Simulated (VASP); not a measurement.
# La4Ge7 (C222_1) in VASP: electric field gradients with PBE

Aim: the electric field gradients of La4Ge7 with PBE.

Program: VASP 6.6.1. These are calculated values, not measurements. Logs are shortened: lines on timing, memory, paths and dates and some standing lists are left out, and cuts for length are marked.

**1. The cell of the first run**

The structure is orthorhombic, space group C222_1 (No. 20). The conventional cell has a = 6.180 Å, b = 14.213 Å, c = 12.363 Å, α = 90.00°, β = 90.00°, γ = 90.00°. Within 4.6 Å of La (site symmetry 1) lie 11 Ge at 3.15 to 3.67 Å and 8 La at 4.09 to 4.53 Å. La (site symmetry 2) has 10 Ge at 3.18 to 3.42 Å and 8 La at 4.12 to 4.39 Å within 4.4 Å. La (site symmetry 2) has 10 Ge at 3.16 to 3.35 Å and 8 La at 4.09 to 4.39 Å within 4.4 Å. Within 3.4 Å of Ge (site symmetry 2) lie 2 Ge at 2.55 Å and 6 La at 3.24 to 3.30 Å. Within 3.4 Å of Ge (site symmetry 1) lie 3 Ge at 2.52 to 2.65 Å and 6 La at 3.18 to 3.36 Å. Ge (site symmetry 1) has 4 Ge at 2.52 to 3.66 Å and 6 La at 3.16 to 3.67 Å within 3.7 Å. Ge (site symmetry 1) has 3 Ge at 2.46 to 2.71 Å and 6 La at 3.15 to 3.42 Å within 3.5 Å.

**2. Electric field gradients, PBE**

Input file INCAR:

```
PREC = Accurate
ENCUT = 520
EDIFF = 1E-8
ISMEAR = -1
SIGMA = 0.05
LREAL = Auto
LASPH = T
NELM = 100
ALGO = Normal
ISIF = 2
LWAVE = F
LCHARG = F
GGA = PE
LEFG = T
NBANDS = 159
KPAR = 4
```

Input file KPOINTS:

```
regular mesh
0
Gamma
  6 6 3
```

Input file POSCAR:

```
La4Ge7
1.0
    3.0897979100     -7.1063358200      0.0000000000
    3.0897979100      7.1063358200      0.0000000000
    0.0000000000      0.0000000000     12.3627589100
La Ge
8 14
Direct
    0.9949577700      0.4868978600      0.3793494100
    0.0050422300      0.5131021400      0.8793494100
    0.5131021400      0.0050422300      0.1206505900
    0.4868978600      0.9949577700      0.6206505900
    0.4963538300      0.5036461700      0.2500000000
    0.5036461700      0.4963538300      0.7500000000
    0.0054682900      0.0054682900      0.0000000000
    0.9945317100      0.9945317100      0.5000000000
    0.9275853300      0.0724146700      0.2500000000
    0.0724146700      0.9275853300      0.7500000000
    0.0729469000      0.4135958900      0.1269385300
    0.9270531000      0.5864041100      0.6269385300
    0.5864041100      0.9270531000      0.3730614700
    0.4135958900      0.0729469000      0.8730614700
    0.9592400500      0.6484568400      0.1518952000
    0.0407599500      0.3515431600      0.6518952000
    0.3515431600      0.0407599500      0.3481048000
    0.6484568400      0.9592400500      0.8481048000
    0.5954834400      0.4231056200      0.0102089400
    0.4045165600      0.5768943800      0.5102089400
    0.5768943800      0.4045165600      0.4897910600
    0.4231056200      0.5954834400      0.9897910600
```

Potentials or basis: VASP PAW PBE potentials, release 64 (La, Ge_d).

On the command line:

```
$ cat potpaw_PBE.64/La/POTCAR potpaw_PBE.64/Ge_d/POTCAR > POTCAR
$ mpirun -np 4 vasp_std > vasp.out
```

OUTCAR:

```text
PREC = Accurate
   ENCUT = 520
   EDIFF = 1E-8
   ISMEAR = -1
   LREAL = Auto
   LASPH = T
   NELM = 100
   ISIF = 2
   GGA = PE

 ion  position               nearest neighbor table
   1  0.995  0.487  0.379-  21 3.15  15 3.17  17 3.17  13 3.18  20 3.19  12 3.29   9 3.30  11 3.30

   2  0.005  0.513  0.879-  22 3.15  16 3.17  18 3.17  14 3.18  19 3.19  11 3.29  10 3.30  12 3.30

   3  0.513  0.005  0.121-  19 3.15  17 3.17  15 3.17  11 3.18  22 3.19  14 3.29   9 3.30  13 3.30
[... 21 lines left out ...]
  15  0.959  0.648  0.152-  11 2.52  19 2.71   7 3.16   1 3.17   3 3.17   5 3.18
  16  0.041  0.352  0.652-  12 2.52  20 2.71   8 3.16   2 3.17   4 3.17   6 3.18
  17  0.352  0.041  0.348-  13 2.52  21 2.71   8 3.16   3 3.17   1 3.17   5 3.18
  18  0.648  0.959  0.848-  14 2.52  22 2.71   7 3.16   4 3.17   2 3.17   6 3.18
  19  0.595  0.423  0.010-  22 2.46  14 2.65  15 2.71   3 3.15   2 3.19   5 3.23
  20  0.405  0.577  0.510-  21 2.46  13 2.65  16 2.71   4 3.15   1 3.19   6 3.23
  21  0.577  0.405  0.490-  20 2.46  12 2.65  17 2.71   1 3.15   4 3.19   5 3.23
  22  0.423  0.595  0.990-  19 2.46  11 2.65  18 2.71   2 3.15   3 3.19   6 3.23

  LATTYP: Found a base centered orthorhombic cell.
 ALAT       =     6.1795958200
 B/A-ratio  =     2.2999354738
 C/A-ratio  =     2.0005772659

  Lattice vectors:

 A1 = (   3.0897979100,  -7.1063358200,   0.0000000000)
 A2 = (   3.0897979100,   7.1063358200,   0.0000000000)
 A3 = (   0.0000000000,   0.0000000000,  12.3627589100)

Analysis of symmetry for initial positions (statically):
=====================================================================
 Subroutine PRICEL returns:
 Original cell was already a primitive cell.

 Routine SETGRP: Setting up the symmetry group for a
 base centered orthorhombic supercell.

 Subroutine GETGRP returns: Found  4 space group operations
 (whereof  2 operations were pure point group operations)
 out of a pool of  8 trial point group operations.

The static configuration has the point symmetry C_2 .
 The point group associated with its full space group is D_2 .

Analysis of symmetry for dynamics (positions and initial velocities):
=====================================================================
 Subroutine PRICEL returns:
 Original cell was already a primitive cell.

 Routine SETGRP: Setting up the symmetry group for a
 base centered orthorhombic supercell.

 Subroutine GETGRP returns: Found  4 space group operations
 (whereof  2 operations were pure point group operations)
 out of a pool of  8 trial point group operations.

The dynamic configuration has the point symmetry C_2 .
 The point group associated with its full space group is D_2 .

 Subroutine INISYM returns: Found  4 space group operations
 (whereof  2 operations are pure point group operations),
 and found     1 'primitive' translations

----------------------------------------------------------------------------------------

                                     Primitive cell

  volume of cell :     542.9017

  direct lattice vectors                    reciprocal lattice vectors
     3.089797910 -7.106335820  0.000000000     0.161822881 -0.070359748  0.000000000
     3.089797910  7.106335820  0.000000000     0.161822881  0.070359748  0.000000000
     0.000000000  0.000000000 12.362758910     0.000000000  0.000000000  0.080888094

  length of vectors
     7.748990896  7.748990896 12.362758910     0.176457188  0.176457188  0.080888094

  position of ions in fractional coordinates (direct lattice)
     0.994957770  0.486897860  0.379349410
     0.005042230  0.513102140  0.879349410
     0.513102140  0.005042230  0.120650590
     0.486897860  0.994957770  0.620650590
     0.496353830  0.503646170  0.250000000
     0.503646170  0.496353830  0.750000000
[... 14 lines left out ...]
     0.576894380  0.404516560  0.489791060
     0.423105620  0.595483440  0.989791060

  ion indices of the primitive-cell ions
   primitive index   ion index
                 1           1
                 2           2
                 3           3
                 4           4
                 5           5
                 6           6
[... 96 lines left out ...]
   POTIM  = 0.5000    time-step for ionic-motion
   TEBEG  =    0.0;   TEEND  =   0.0 temperature during run
   PSTRESS=    0.0 pullay stress
   NELECT =     284.0000    total number of electrons
   NUPDOWN=      -1.0000    fix difference up-down
   EMIN   =  10.00;   EMAX   =-10.00  energy-range for DOS
   EFERMI =   0.00;   METHOD = LEGACY
   ISMEAR =    -1;   SIGMA  =   0.05  broadening in eV -4-tet -1-fermi 0-gaus
   EFERMI_NEDOS =   21; number of points for ismear=-14 and -15
   IALGO  =     38    algorithm
   IMIX   =      4    mixing-type and parameters
     AMIX     =   0.40;   BMIX     =  1.00
     AMIX_MAG =   1.60;   BMIX_MAG =  1.00
  volume/ion in A,a.u.               =      24.68       166.53
  Fermi-wavevector in a.u.,A,eV,Ry     =   1.319088  2.492715 23.674056  1.739994
  Thomas-Fermi vector in A             =   2.449012
   LORBIT       =      0    0 simple, 1 ext, 2 COOP (PROOUT), +10 PAW based schemes
   GGA     = PE    functional components
   LHFCALC =     F    Hartree Fock is set to
   AEXX    =    0.0000 exact exchange contribution
   IVDW    =     0    specifies the selected vdW correction
   LEPSILON=     F    determine dielectric tensor
   LRPA    =     F    only Hartree local field effects (RPA)
 non-spin polarized calculation
  energy-cutoff  :      520.00
  volume of cell :      542.90
 maximum number of plane-waves:     14695
 NGX is ok and might be reduce to    60
   NGX = 29   NGY = 29   NGZ = 45

 number of electron     284.0000054 magnetization

 Free energy of the ion-electron system (eV)
  ---------------------------------------------------
  ext. energy  EPLUGINS =         0.00000000
  ---------------------------------------------------
  free energy    TOTEN  =      -119.02986246 eV

  energy without entropy =     -118.94541064  energy(sigma->0) =     -118.98763655

 E-fermi :   7.4266     XC(G=0): -10.4491

 val. band max:        7.4178012957   @ k =   0.5000  -0.0000   0.3333
 cond. band min:       7.4350994285   @ k =   0.1667   0.0000   0.3333
 fundamental gap:      0.0172981328
 Fermi energy:         7.4266196398

 k-point     1 :       0.0000    0.0000    0.0000
  band No.  band energies     occupation
      1     -25.2394      2.00000
      2     -25.2322      2.00000
      3     -25.2076      2.00000
      4     -25.2011      2.00000
      5     -25.1710      2.00000
      6     -25.1655      2.00000
[... 3757 lines left out ...]
    153       9.0012      0.00000
    154       9.0899      0.00000

 [... further k-points ...]

 [bands above 154 left out]

------------------------ aborting loop because EDIFF is reached ----------------------------------------

  FORCE on cell =-STRESS in cart. coord.  units (eV):
  Direction    XX          YY          ZZ          XY          YZ          ZX
  --------------------------------------------------------------------------------------
  -------------------------------------------------------------------------------------
  Total        0.6602731      4.2546452      0.4758096      0.0000000      0.0000000      0.0000000
  in kB        1.9485564     12.5560412      1.4041793      0.0000000      0.0000000      0.0000000
  external PRESSURE =       5.3029256 kB  Pullay stress =       0.0000000 kB

 VOLUME and BASIS-vectors are now :
 -----------------------------------------------------------------------------
  energy-cutoff  :      520.00
  volume of cell :      542.90
      direct lattice vectors                 reciprocal lattice vectors
     3.089797910 -7.106335820  0.000000000     0.161822881 -0.070359748  0.000000000
     3.089797910  7.106335820  0.000000000     0.161822881  0.070359748  0.000000000
     0.000000000  0.000000000 12.362758910     0.000000000  0.000000000  0.080888094

 POSITION                                       TOTAL-FORCE (eV/Angst)
 -----------------------------------------------------------------------------------
      4.57863     -3.61044      4.68981        -0.006975     -0.011925      0.014252
      1.60096      3.61044     10.87118         0.006975      0.011925      0.014252
      1.60096     -3.61044      1.49157         0.006975     -0.011925     -0.014252
      4.57863      3.61044      7.67295        -0.006975      0.011925     -0.014252
      3.08980      0.05182      3.09069        -0.000000      0.016102      0.000000
      3.08980     -0.05182      9.27207        -0.000000     -0.016102      0.000000
[... 14 lines left out ...]
      3.03236     -1.22497      6.05517        -0.012121     -0.155501     -0.003760
      3.14723      1.22497     12.23655         0.012121      0.155501     -0.003760
 -----------------------------------------------------------------------------------
    total drift:                                0.000000      0.000000     -0.000000

  FREE ENERGIE OF THE ION-ELECTRON SYSTEM (eV)
  ---------------------------------------------------
  free  energy   TOTEN  =      -119.0298624626 eV

  energy  without entropy=     -118.9454106375  energy(sigma->0) =     -118.98763655

 Electric field gradients (V/A^2)
---------------------------------------------------------------------
 ion       V_xx      V_yy      V_zz      V_xy      V_xz      V_yz
---------------------------------------------------------------------
   1       5.573   -13.851     8.278   -22.339    -5.182    -2.476
   2       5.573   -13.851     8.278   -22.339     5.182     2.476
   3       5.573   -13.851     8.278    22.339    -5.182     2.476
   4       5.573   -13.851     8.278    22.339     5.182    -2.476
   5      11.010   -26.333    15.323     0.000    11.255    -0.000
   6      11.010   -26.333    15.323    -0.000   -11.255    -0.000
[... 14 lines left out ...]
  21     -14.276    19.868    -5.592   -10.540    96.487     1.162
  22     -14.276    19.868    -5.592   -10.540   -96.487    -1.162
---------------------------------------------------------------------

 Electric field gradients after diagonalization (V/A^2)
 (convention: |V_zz| > |V_xx| > |V_yy|)
----------------------------------------------------------------------
 ion       V_xx      V_yy      V_zz     asymmetry (V_yy - V_xx)/ V_zz
----------------------------------------------------------------------
   1      20.947     8.198   -29.145       0.437
   2      20.947     8.198   -29.145       0.437
   3      20.947     8.198   -29.145       0.437
   4      20.947     8.198   -29.145       0.437
   5      24.626     1.707   -26.333       0.870
   6      24.626     1.707   -26.333       0.870
[... 14 lines left out ...]
  21      87.270    19.808  -107.079       0.630
  22      87.270    19.808  -107.079       0.630
----------------------------------------------------------------------

           NMR quadrupolar parameters

 Cq : quadrupolar parameter    Cq=e*Q*V_zz/h
 eta: asymmetry parameters     (V_yy - V_xx)/ V_zz
 Q  : nuclear electric quadrupole moment in mb (millibarn)
----------------------------------------------------------------------
 ion       Cq(MHz)       eta       Q (mb)
----------------------------------------------------------------------
   1      -0.070       0.437       1.000
   2      -0.070       0.437       1.000
   3      -0.070       0.437       1.000
   4      -0.070       0.437       1.000
   5      -0.064       0.870       1.000
   6      -0.064       0.870       1.000
[... 14 lines left out ...]
  21      -0.259       0.630       1.000
  22      -0.259       0.630       1.000
----------------------------------------------------------------------
```

It took 41 min on 4 MPI ranks of Intel Xeon Platinum 8488C (Sapphire Rapids), shared host; peak memory 1.6 GiB.

Results:

- Free energy: -119.0299 eV
- Pressure: 0.5 GPa
- Largest force: 0.282 eV/Å
- Band gap on the k mesh: zero (bands 142 and 143 overlap by 0.18 eV)
- Largest electric field gradient by atom: La -29.1, -26.3, -28.6 (each value once); Ge -85.2, -89.0, -144.3, -107.1 (each value once) V/Å²

Forces in eV/Å, atoms in the order of the input:
```
La  -0.007 -0.012  0.014
La   0.007  0.012  0.014
La   0.007 -0.012 -0.014
La  -0.007  0.012 -0.014
La   0.000  0.016  0.000
La   0.000 -0.016  0.000
La  -0.002  0.000  0.000
La   0.002  0.000  0.000
Ge   0.000 -0.282  0.000
Ge   0.000  0.282  0.000
Ge   0.020 -0.019 -0.059
Ge  -0.020  0.019 -0.059
Ge  -0.020 -0.019  0.059
Ge   0.020  0.019  0.059
Ge   0.076  0.182  0.062
Ge  -0.076 -0.182  0.062
Ge  -0.076  0.182 -0.062
Ge   0.076 -0.182 -0.062
Ge   0.012 -0.156  0.004
Ge  -0.012  0.156  0.004
Ge  -0.012 -0.156 -0.004
Ge   0.012  0.156 -0.004
```

Electric field gradients, principal values (V/Å²):
```csv
atom,least,middle,greatest (by size)
1 La,8.198,20.947,-29.145
2 La,8.198,20.947,-29.145
3 La,8.198,20.947,-29.145
4 La,8.198,20.947,-29.145
5 La,1.707,24.626,-26.333
6 La,1.707,24.626,-26.333
7 La,13.206,15.416,-28.622
8 La,13.206,15.416,-28.622
9 Ge,11.581,73.633,-85.214
10 Ge,11.581,73.633,-85.214
11 Ge,15.477,73.534,-89.011
12 Ge,15.477,73.534,-89.011
13 Ge,15.477,73.534,-89.011
14 Ge,15.477,73.534,-89.011
15 Ge,25.715,118.547,-144.262
16 Ge,25.715,118.547,-144.262
17 Ge,25.715,118.547,-144.262
18 Ge,25.715,118.547,-144.262
19 Ge,19.808,87.270,-107.079
20 Ge,19.808,87.270,-107.079
21 Ge,19.808,87.270,-107.079
22 Ge,19.808,87.270,-107.079
```

Caveat: without QUAD_EFG the Cq values of the log hold for a quadrupole moment of 1 mb, not for the nuclei; spin-orbit coupling is left out, which moves the levels of the heavy elements.
